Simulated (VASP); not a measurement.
Wanted: the native input for a VASP 6.6.1 run.

```yaml
Task: single point
Functional: r2SCAN
Potentials_or_basis: VASP PAW PBE potentials, release 64 (I)
Cutoff: 520 eV
k_mesh: 9 × 9 × 9
Occupations: fermi-dirac, width 0.05 eV
Spin: no spin polarisation
Dipole_correction: no
Further_INCAR_settings: ALGO = Normal; EDIFF = 1e-06; NBANDS = 10
```

I:

```
I
1.0
     0.00000    2.21739    3.32809
     2.21793    0.00000    3.32809
     2.21793    2.21739    0.00000
I
1
Direct
  0.00000 0.00000 0.00000
```

One way to write it, as run:

POSCAR

```
I
1.0
    0.0000000000      2.2173875630      3.3280922198
    2.2179269885      0.0000000000      3.3280922198
    2.2179269885      2.2173875630      0.0000000000
I
1
Direct
    0.0000000000      0.0000000000      0.0000000000
```

INCAR.step1

```
PREC = Accurate ; ENCUT = 520
ISMEAR = -1 ; SIGMA = 0.05
LREAL = False ; LASPH = True
NELM = 60 ; NBANDS = 10
GGA = PE ; ALGO = Normal
EDIFF = 1E-4 ; LWAVE = True
LCHARG = False
```

INCAR.step2

```
PREC = Accurate ; ENCUT = 520
EDIFF = 1E-6 ; ISMEAR = -1
SIGMA = 0.05 ; LREAL = False
LASPH = True ; NELM = 60
ALGO = Normal ; ISIF = 2
LWAVE = False ; LCHARG = False
METAGGA = R2SCAN ; LMIXTAU = True
NBANDS = 10 ; ISTART = 1
```

KPOINTS

```
regular mesh
0
Gamma
  9 9 9
```

Potentials or basis: VASP PAW PBE potentials, release 64 (I).

Run with:

```bash
$ cat potpaw_PBE.64/I/POTCAR > POTCAR
$ cp INCAR.step1 INCAR
$ mpirun -np 1 vasp_std > vasp.out
$ cp INCAR.step2 INCAR
$ mpirun -np 1 vasp_std > vasp.out
```

Results of the run:

The pressure is 4.9 GPa and the band gap on the k mesh is zero (an odd number of electrons rules out a gap without spin polarisation).

Caveat: the cell stands under pressure; the PAW data sets were made with another functional, which shifts forces and pressure a little; spin-orbit coupling is left out, which moves the levels of the heavy elements; an odd number of electrons without spin polarisation forces a metal; a magnetic or distorted state may lie lower.

Run time: 2.7 min on 1 thread of Oxide Virtual Turin-like Processor, on a shared host, peak memory 0.15 GiB.
